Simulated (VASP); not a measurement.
# Be (Pm-3m) in VASP: a series of runs

Runs on Be. Level: PBE. Tasks: single point.

All numbers are computed with VASP 6.6.1; they aren't measurements. Logs are shortened: lines on timing, memory, paths and dates and some standing lists are left out, and cuts for length are marked.

### Step 1. The cell of the first run

The structure is cubic, space group Pm-3m (No. 221). Conventional cell: a = 1.640 Å, b = 1.640 Å, c = 1.640 Å, α = 90.00°, β = 90.00°, γ = 90.00°. Within 2.2 Å of Be (site symmetry m-3m) lie 6 Be at 1.64 Å.

### Step 2. Single point, PBE (volume scaled by 0.43)

Input file INCAR:

```
PREC = Accurate
ENCUT = 600
EDIFF = 1E-6
ISMEAR = -1
SIGMA = 0.1
LREAL = False
LASPH = True
NELM = 120
ALGO = Normal
ISIF = 2
LWAVE = False
LCHARG = False
GGA = PE
NBANDS = 7
GGA_COMPAT = False
```

Input file KPOINTS:

```
regular mesh
0
Gamma
  20 20 20
```

Input file POSCAR:

```
Be
1.0
    1.6398448908      0.0000000000      0.0000000000
    0.0000000000      1.6398448908      0.0000000000
    0.0000000000      0.0000000000      1.6398448908
Be
1
Direct
    0.0000000000      0.0000000000      0.0000000000
```

Potentials or basis: VASP PAW PBE potentials, release 64 (Be).

Command:

```bash
$ cat potpaw_PBE.64/Be/POTCAR > POTCAR
$ mpirun -np 1 vasp_std > vasp.out
```

OUTCAR:

```text
PREC = Accurate
   ENCUT = 600
   EDIFF = 1E-6
   ISMEAR = -1
   LREAL = False
   LASPH = True
   NELM = 120
   ISIF = 2
   GGA = PE

 ion  position               nearest neighbor table
   1  0.000  0.000  0.000-

  LATTYP: Found a simple cubic cell.
 ALAT       =     1.6398448908

  Lattice vectors:

 A1 = (   1.6398448908,   0.0000000000,   0.0000000000)
 A2 = (   0.0000000000,   1.6398448908,   0.0000000000)
 A3 = (   0.0000000000,   0.0000000000,   1.6398448908)

Analysis of symmetry for initial positions (statically):
=====================================================================
 Subroutine PRICEL returns:
 Original cell was already a primitive cell.

 Routine SETGRP: Setting up the symmetry group for a
 simple cubic supercell.

 Subroutine GETGRP returns: Found 48 space group operations
 (whereof 48 operations were pure point group operations)
 out of a pool of 48 trial point group operations.

The static configuration has the point symmetry O_h .

Analysis of symmetry for dynamics (positions and initial velocities):
=====================================================================
 Subroutine PRICEL returns:
 Original cell was already a primitive cell.

 Routine SETGRP: Setting up the symmetry group for a
 simple cubic supercell.

 Subroutine GETGRP returns: Found 48 space group operations
 (whereof 48 operations were pure point group operations)
 out of a pool of 48 trial point group operations.

The dynamic configuration has the point symmetry O_h .

 Subroutine INISYM returns: Found 48 space group operations
 (whereof 48 operations are pure point group operations),
 and found     1 'primitive' translations

----------------------------------------------------------------------------------------

                                     Primitive cell

  volume of cell :       4.4097

  direct lattice vectors                    reciprocal lattice vectors
     1.639844891  0.000000000  0.000000000     0.609813773  0.000000000  0.000000000
     0.000000000  1.639844891  0.000000000     0.000000000  0.609813773  0.000000000
     0.000000000  0.000000000  1.639844891     0.000000000  0.000000000  0.609813773

[... 71 lines left out ...]
 SYSTEM =  unknown system
   PREC   = accura    normal or accurate (medium, high low for compatibility)
   ISTART =      0    job   : 0-new  1-cont  2-samecut
   ICHARG =      2    charge: 1-file 2-atom 10-const
   ISPIN  =      1    spin polarized calculation?
   LNONCOLLINEAR =      F non collinear calculations
   LSORBIT =      F    spin-orbit coupling
   LASPH  =      T    aspherical Exc in radial PAW
   ENCUT  =  600.0 eV  44.10 Ry    6.64 a.u.   3.28  3.28  3.28*2*pi/ulx,y,z
   NELM   =    120;   NELMIN=  2; NELMDL= -5     # of ELM steps
   EDIFF  = 0.1E-05   stopping-criterion for ELM
   LREAL  =      F    real-space projection
   EDIFFG = 0.1E-04   stopping-criterion for IOM
   NSW    =      0    number of steps for IOM
   IBRION =     -1    ionic relax: 0-MD 1-quasi-New 2-CG
   NFREE  =      0    steps in history (QN), initial steepest desc. (CG)
   ISIF   =      2    stress and relaxation
   ISYM   =      2    0-nonsym 1-usesym 2-fastsym
   POTIM  = 0.5000    time-step for ionic-motion
   TEBEG  =    0.0;   TEEND  =   0.0 temperature during run
   PSTRESS=    0.0 pullay stress
   NELECT =       2.0000    total number of electrons
   NUPDOWN=      -1.0000    fix difference up-down
   EMIN   =  10.00;   EMAX   =-10.00  energy-range for DOS
   EFERMI =   0.00;   METHOD = LEGACY
   ISMEAR =    -1;   SIGMA  =   0.10  broadening in eV -4-tet -1-fermi 0-gaus
   EFERMI_NEDOS =   21; number of points for ismear=-14 and -15
   IALGO  =     38    algorithm
   IMIX   =      4    mixing-type and parameters
     AMIX     =   0.40;   BMIX     =  1.00
     AMIX_MAG =   1.60;   BMIX_MAG =  1.00
  volume/ion in A,a.u.               =       4.41        29.76
  Fermi-wavevector in a.u.,A,eV,Ry     =   1.257811  2.376918 21.525621  1.582089
  Thomas-Fermi vector in A             =   2.391452
   LORBIT       =      0    0 simple, 1 ext, 2 COOP (PROOUT), +10 PAW based schemes
   GGA     = PE    functional components
   LHFCALC =     F    Hartree Fock is set to
   AEXX    =    0.0000 exact exchange contribution
   IVDW    =     0    specifies the selected vdW correction
   LEPSILON=     F    determine dielectric tensor
   LRPA    =     F    only Hartree local field effects (RPA)
 non-spin polarized calculation
  energy-cutoff  :      600.00
  volume of cell :        4.41
 maximum number of plane-waves:       156
 NGX is ok and might be reduce to    14

 number of electron       2.0000000 magnetization

 Free energy of the ion-electron system (eV)
  ---------------------------------------------------
  ext. energy  EPLUGINS =         0.00000000
  ---------------------------------------------------
  free energy    TOTEN  =        -0.29388062 eV

  energy without entropy =       -0.28042719  energy(sigma->0) =       -0.28715391

 E-fermi :  14.3364     XC(G=0): -12.7021

 val. band max:       14.3284641572   @ k =   0.5000   0.3000   0.1000
 cond. band min:      14.3444563003   @ k =   0.5000   0.1500   0.1500
 fundamental gap:      0.0159921431
 Fermi energy:        14.3364160222

 k-point     1 :       0.0000    0.0000    0.0000
  band No.  band energies     occupation
      1      -1.4820      2.00000
      2      37.9173      0.00000
      3      37.9173      0.00000
      4      37.9173      0.00000
      5      44.9628      0.00000
      6      44.9628      0.00000
      7      66.4054      0.00000
[... 221 lines left out ...]
 k-point    24 :       0.2000    0.1000    0.0000
  band No.  band energies     occupation
      1       0.0478      2.00000
      2      25.3703      0.00000
      3      35.6512      0.00000
      4      40.2768      0.00000
      5      52.0263      0.00000
      6      59.3839      0.00000
      7      63.5808      0.00000

 [... further k-points ...]
[... 5 lines left out ...]
  --------------------------------------------------------------------------------------
  -------------------------------------------------------------------------------------
  Total        6.7325517      6.7325517      6.7325517      0.0000000      0.0000000     -0.0000000
  in kB     2446.1437130   2446.1437130   2446.1437130      0.0000000      0.0000000     -0.0000000
  external PRESSURE =    2446.1437130 kB  Pullay stress =       0.0000000 kB

 VOLUME and BASIS-vectors are now :
 -----------------------------------------------------------------------------
  energy-cutoff  :      600.00
  volume of cell :        4.41
      direct lattice vectors                 reciprocal lattice vectors
     1.639844891  0.000000000  0.000000000     0.609813773  0.000000000  0.000000000
     0.000000000  1.639844891  0.000000000     0.000000000  0.609813773  0.000000000
     0.000000000  0.000000000  1.639844891     0.000000000  0.000000000  0.609813773

 POSITION                                       TOTAL-FORCE (eV/Angst)
 -----------------------------------------------------------------------------------
      0.00000      0.00000      0.00000         0.000000      0.000000      0.000000
 -----------------------------------------------------------------------------------
    total drift:                               -0.000000     -0.000000     -0.000000

  FREE ENERGIE OF THE ION-ELECTRON SYSTEM (eV)
  ---------------------------------------------------
  free  energy   TOTEN  =        -0.2938806230 eV

  energy  without entropy=       -0.2804271917  energy(sigma->0) =       -0.28715391
```

Wall time 21 s (1 thread of AMD EPYC 7R13, shared host); peak memory 0.08 GiB.

Results:

| Property | Result |
| --- | --- |
| Free energy | -0.2939 eV |
| Pressure | 244.6 GPa |
| Band gap on the k mesh | zero (band 1 reaches 23.12 eV, above the bottom of band 2 at 13.74 eV) |

Levels at points of the mesh, in eV from the Fermi level:
| k point | band 1 | band 2 | band 3 | band 4 |
| --- | --- | --- | --- | --- |
| (0.00, 0.00, 0.00) | -15.82 | 23.58 | 23.58 | 23.58 |
| (0.50, 0.00, 0.00) | -10.97 | -0.22 | 31.42 | 31.42 |
| (0.50, 0.50, 0.00) | -0.59 | -0.59 | 7.34 | 17.95 |
| (0.50, 0.50, 0.50) | 8.79 | 8.79 | 8.79 | 19.36 |

### Step 3. Single point, PBE (volume scaled by 0.43)

Input file INCAR:

```
SYSTEM = Be
PREC = Accurate
ENCUT = 600
EDIFF = 1E-6
ISMEAR = -1
SIGMA = 0.1
LREAL = .FALSE.
LASPH = .TRUE.
NELM = 120
ALGO = Normal
ISIF = 2
LWAVE = .FALSE.
LCHARG = .FALSE.
GGA = PE
NBANDS = 7
GGA_COMPAT = .FALSE.
```

Input file KPOINTS:

```
regular mesh
0
G
  20 20 20
  0 0 0
```

POSCAR is that of step 2.

Potentials or basis: VASP PAW PBE potentials, release 64 (Be).

Command:

```bash
$ cat potpaw_PBE.64/Be/POTCAR > POTCAR
$ mpirun -np 1 vasp_std > vasp.out
```

It took 23 s on 1 thread of AMD EPYC 7R13, shared host; peak memory 0.08 GiB.

Results (log left out):

```yaml
Free_energy: -0.2939 eV
Pressure: 244.6 GPa
Band_gap_on_the_k_mesh: zero (band 1 reaches 23.12 eV, above the bottom of band 2 at 13.74 eV)
```

Levels at points of the mesh, in eV from the Fermi level:
```tsv
k point	band 1	band 2	band 3	band 4	band 5
(0.00, 0.00, 0.00)	-15.82	23.58	23.58	23.58	30.63
(0.50, 0.00, 0.00)	-10.97	-0.22	31.42	31.42	41.54
(0.50, 0.50, 0.00)	-0.59	-0.59	7.34	17.95	38.03
(0.50, 0.50, 0.50)	8.79	8.79	8.79	19.36	19.36
```

### Step 4. Single point, PBE (volume scaled by 0.5)

Input file INCAR:

```
ALGO     = Normal         # electronic algorithm
EDIFF    = 1E-6           # SCF threshold, eV
ENCUT    = 600            # plane-wave cutoff, eV
GGA      = PE             # functional
GGA_COMPAT= False        
ISIF     = 2              # what is computed and relaxed
ISMEAR   = -1             # smearing method
LASPH    = True           # aspherical terms in the spheres
LCHARG   = False          # write CHGCAR
LREAL    = False          # projectors in reciprocal space
LWAVE    = False          # write WAVECAR
NBANDS   = 7              # bands
NELM     = 120            # most SCF steps
PREC     = Accurate       # precision mode
SIGMA    = 0.1            # smearing width, eV
```

Input file KPOINTS:

```
k-points
0
Gamma
  20 20 20
```

Input file POSCAR:

```
Be
1.0
    1.7243944668      0.0000000000      0.0000000000
    0.0000000000      1.7243944668      0.0000000000
    0.0000000000      0.0000000000      1.7243944668
Be
1
Direct
    0.0000000000      0.0000000000      0.0000000000
```

Potentials or basis: VASP PAW PBE potentials, release 64 (Be).

Command:

```bash
$ cat potpaw_PBE.64/Be/POTCAR > POTCAR
$ mpirun -np 1 vasp_std > vasp.out
```

OUTCAR:

```text
EDIFF = 1E-6
   ENCUT = 600
   GGA = PE
   ISIF = 2
   ISMEAR = -1
   LASPH = True
   LREAL = False
   NELM = 120
   PREC = Accurate

 ion  position               nearest neighbor table
   1  0.000  0.000  0.000-

  LATTYP: Found a simple cubic cell.
 ALAT       =     1.7243944668

  Lattice vectors:

 A1 = (   1.7243944668,   0.0000000000,   0.0000000000)
 A2 = (   0.0000000000,   1.7243944668,   0.0000000000)
 A3 = (   0.0000000000,   0.0000000000,   1.7243944668)

Analysis of symmetry for initial positions (statically):
=====================================================================
 Subroutine PRICEL returns:
 Original cell was already a primitive cell.

 Routine SETGRP: Setting up the symmetry group for a
 simple cubic supercell.

 Subroutine GETGRP returns: Found 48 space group operations
 (whereof 48 operations were pure point group operations)
 out of a pool of 48 trial point group operations.

The static configuration has the point symmetry O_h .

Analysis of symmetry for dynamics (positions and initial velocities):
[... 152 lines left out ...]
  ---------------------------------------------------
  free energy    TOTEN  =        -1.18919186 eV

  energy without entropy =       -1.17475940  energy(sigma->0) =       -1.18197563

 E-fermi :  12.0669     XC(G=0): -12.1235

 val. band max:       12.0500901585   @ k =   0.4500   0.1500   0.0500
 cond. band min:      12.0901847271   @ k =   0.5000   0.3000   0.1000
 fundamental gap:      0.0400945685
 Fermi energy:        12.0668597349

 k-point     1 :       0.0000    0.0000    0.0000
  band No.  band energies     occupation
      1      -2.4760      2.00000
      2      33.5441      0.00000
      3      33.5441      0.00000
      4      33.5441      0.00000
      5      40.2827      0.00000
      6      40.2827      0.00000
      7      58.7760      0.00000
[... 221 lines left out ...]
 k-point    24 :       0.2000    0.1000    0.0000
  band No.  band energies     occupation
      1      -0.9461      2.00000
      2      22.2702      0.00000
      3      31.4873      0.00000
      4      35.6432      0.00000
      5      46.4980      0.00000
      6      52.9429      0.00000
      7      56.8085      0.00000

 [... further k-points ...]
[... 5 lines left out ...]
  --------------------------------------------------------------------------------------
  -------------------------------------------------------------------------------------
  Total        5.1648036      5.1648036      5.1648036      0.0000000      0.0000000     -0.0000000
  in kB     1613.8179229   1613.8179229   1613.8179229      0.0000000      0.0000000     -0.0000000
  external PRESSURE =    1613.8179229 kB  Pullay stress =       0.0000000 kB

 VOLUME and BASIS-vectors are now :
 -----------------------------------------------------------------------------
  energy-cutoff  :      600.00
  volume of cell :        5.13
      direct lattice vectors                 reciprocal lattice vectors
     1.724394467  0.000000000  0.000000000     0.579913714  0.000000000  0.000000000
     0.000000000  1.724394467  0.000000000     0.000000000  0.579913714  0.000000000
     0.000000000  0.000000000  1.724394467     0.000000000  0.000000000  0.579913714

 POSITION                                       TOTAL-FORCE (eV/Angst)
 -----------------------------------------------------------------------------------
      0.00000      0.00000      0.00000         0.000000      0.000000      0.000000
 -----------------------------------------------------------------------------------
    total drift:                               -0.000000     -0.000000     -0.000000

  FREE ENERGIE OF THE ION-ELECTRON SYSTEM (eV)
  ---------------------------------------------------
  free  energy   TOTEN  =        -1.1891918628 eV

  energy  without entropy=       -1.1747593997  energy(sigma->0) =       -1.18197563
```

OSZICAR:

```text
N       E                     dE             d eps       ncg     rms          rms(c)
DAV:   1     0.574020197305E+00    0.57402E+00   -0.14258E+03  4550   0.276E+02
DAV:   2    -0.129010285074E+01   -0.18641E+01   -0.17241E+01  5236   0.319E+01
DAV:   3    -0.129187736858E+01   -0.17745E-02   -0.17742E-02  4585   0.992E-01
DAV:   4    -0.129187758130E+01   -0.21272E-06   -0.21312E-06  5649   0.112E-02
DAV:   5    -0.129187758173E+01   -0.43460E-09   -0.32661E-10  4592   0.620E-05    0.124E+00
DAV:   6    -0.121047696947E+01    0.81401E-01   -0.21205E-02  4221   0.158E+00    0.795E-01
DAV:   7    -0.118914488365E+01    0.21332E-01   -0.12514E-02  4340   0.129E+00    0.115E-01
DAV:   8    -0.118921267116E+01   -0.67788E-04   -0.61235E-05  4991   0.858E-02    0.185E-02
DAV:   9    -0.118919214267E+01    0.20528E-04   -0.15958E-05  4382   0.307E-02    0.440E-03
DAV:  10    -0.118919186275E+01    0.27992E-06   -0.23795E-08  3059   0.103E-03
   1 F= -.11891919E+01 E0= -.11819756E+01  d E =-.144325E-01
```

stdout:

```text
POSCAR found type information on POSCAR Be
 POSCAR found :  1 types and       1 ions
 scaLAPACK will be used
 LDA part: xc-table for (Slater+PW92), standard interpolation
 POSCAR, INCAR and KPOINTS ok, starting setup
 FFT: planning ... GRIDC
 FFT: planning ... GRID_SOFT
 FFT: planning ... GRID
 WAVECAR not read
 entering main loop
```

It took 20 s on 1 thread of AMD EPYC 7R13, shared host; peak memory 0.08 GiB.

Results:

* Free energy: -1.1892 eV
* Pressure: 161.4 GPa
* Band gap on the k mesh: zero (band 1 reaches 20.21 eV, above the bottom of band 2 at 11.41 eV)

Levels at points of the mesh, in eV from the Fermi level:
| k point | band 1 | band 2 | band 3 | band 4 | band 5 | band 6 |
| --- | --- | --- | --- | --- | --- | --- |
| (0.00, 0.00, 0.00) | -14.54 | 21.48 | 21.48 | 21.48 | 28.22 | 28.22 |
| (0.50, 0.00, 0.00) | -9.42 | -0.65 | 28.36 | 28.36 | 37.93 | 38.02 |
| (0.50, 0.50, 0.00) | -0.18 | -0.18 | 7.34 | 15.46 | 34.13 | 50.09 |
| (0.50, 0.50, 0.50) | 8.14 | 8.14 | 8.14 | 18.14 | 18.14 | 18.14 |

(Part 1 of 2 ends here.)
